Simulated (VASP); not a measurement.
**Be3TeO2: relaxation of cell and atoms with PBE**

Crystal: Be3TeO2.

```xyz
6
Lattice="2.3404 -6.0301 0.0000 2.3404 6.0301 0.0000 0.0000 0.0000 2.6874" Properties=species:S:1:pos:R:3 pbc="T T T"
Be    2.3404   -3.1519    0.0000
Be    2.3404    3.1519    0.0000
Be    2.3404    0.0000    1.3437
Te    0.0000    0.0000    0.0000
O     1.1702   -3.0150    1.3437
O     1.1702    3.0150    1.3437
```

* Program: VASP 6.6.1
* Task: relaxation of cell and atoms
* Functional: PBE
* Potentials or basis: VASP PAW PBE potentials, release 64 (Be, Te, O)
* Cutoff: 600 eV
* k mesh: 4 × 4 × 6
* Occupations: gaussian, width 0.1 eV
* Spin: no spin polarisation
* Dipole correction: no
* Further INCAR settings: ALGO = Normal; EDIFF = 1e-07; IBRION = 2; EDIFFG = -0.04; NSW = 90; ISIF = 3

- Relaxed volume: 13.47 Å³/atom
- Relaxed cell: a = 6.975 Å, b = 6.975 Å, c = 2.559 Å, α = 90.00°, β = 90.00°, γ = 139.51°
- Space group after relaxing (to 0.05 Å): Cmmm (No. 65)
- Energy gained by relaxing: 75.9 meV/atom
- Ionic steps: 14
- Pressure after relaxing: 0.1 GPa
- Largest force after relaxing: 0.024 eV/Å
- Band gap on the k mesh: zero (band 12 reaches 5.80 eV, above the bottom of band 13 at 3.87 eV)

Forces in eV/Å, atoms in the order of the input:
```
Be   0.000  0.024  0.000
Be   0.000 -0.024  0.000
Be   0.000  0.000  0.000
Te   0.000  0.000  0.000
O    0.000  0.000  0.000
O    0.000  0.000  0.000
```

Stress tensor (GPa, compression positive):
```
 0.40  0.00  0.00
 0.00 -0.01  0.00
 0.00  0.00 -0.03
```

The path:
| step | energy change (eV) | largest force (eV/Å) | pressure (GPa) | volume (Å³) |
| --- | --- | --- | --- | --- |
| 1 | 0.0000 | 0.3260 | -2.43 | 75.85 |
| 2 | -0.1328 | 0.2855 | 7.36 | 73.38 |
| 3 | -0.4062 | 0.3153 | 1.99 | 74.53 |
| 4 | -0.4061 | 0.3147 | 2.10 | 74.50 |
| 5 | -0.4214 | 0.2201 | -0.27 | 76.05 |
| 6 | -0.4214 | 0.2189 | -0.30 | 76.07 |
| 7 | -0.4307 | 0.1429 | -0.07 | 76.34 |
| 8 | -0.4426 | 0.0776 | 0.21 | 77.14 |
| 9 | -0.4455 | 0.0931 | 0.93 | 77.66 |
| 10 | -0.4460 | 0.0892 | 0.74 | 77.53 |
| 11 | -0.4506 | 0.0654 | 0.23 | 78.54 |
| 12 | -0.4532 | 0.0085 | -0.84 | 80.97 |
| 13 | -0.4535 | 0.0225 | -0.59 | 80.38 |
| 14 | -0.4556 | 0.0243 | 0.12 | 80.84 |

Final structure:
```xyz
6
Lattice="2.4135 -6.5440 0.0000 2.4135 6.5440 0.0000 0.0000 0.0000 2.5591" Properties=species:S:1:pos:R:3 pbc="T T T"
Be    2.4135   -3.3273    0.0000
Be    2.4135    3.3273    2.5591
Be    2.4135    0.0000    1.2796
Te    2.4135   -6.5440    0.0000
O     1.2067   -3.2720    1.2796
O     3.6202   -3.2720    1.2796
```

Levels at points of the mesh, in eV from the Fermi level:
```tsv
k point	band 9	band 10	band 11	band 12	band 13	band 14	band 15	band 16
(0.00, 0.00, 0.00)	-2.83	-2.67	-2.03	-1.74	1.99	2.55	4.78	4.87
(0.50, 0.00, 0.00)	-2.84	-2.57	-2.57	0.09	2.50	2.57	4.35	5.77
(0.50, 0.50, 0.00)	-2.86	-2.74	-2.03	-1.74	1.09	5.17	5.38	5.78
(0.00, 0.00, 0.50)	-1.82	-0.99	-0.69	-0.67	0.06	1.27	2.45	3.45
(0.50, 0.00, 0.50)	-3.65	-2.58	-2.48	-0.17	-0.06	4.01	4.37	5.01
(0.50, 0.50, 0.50)	-1.79	-0.99	-0.64	-0.09	0.04	1.18	2.62	2.81
```

It took 9.7 min on 1 thread of Intel(R) Xeon(R) Platinum 8259CL CPU @ 2.50GHz (Skylake/Cascade Lake) (shared host), peak memory 0.3 GiB.

Caveat: the k points lie up to 0.41 Å⁻¹ apart in the final cell; spin-orbit coupling is left out, which moves the levels of the heavy elements.
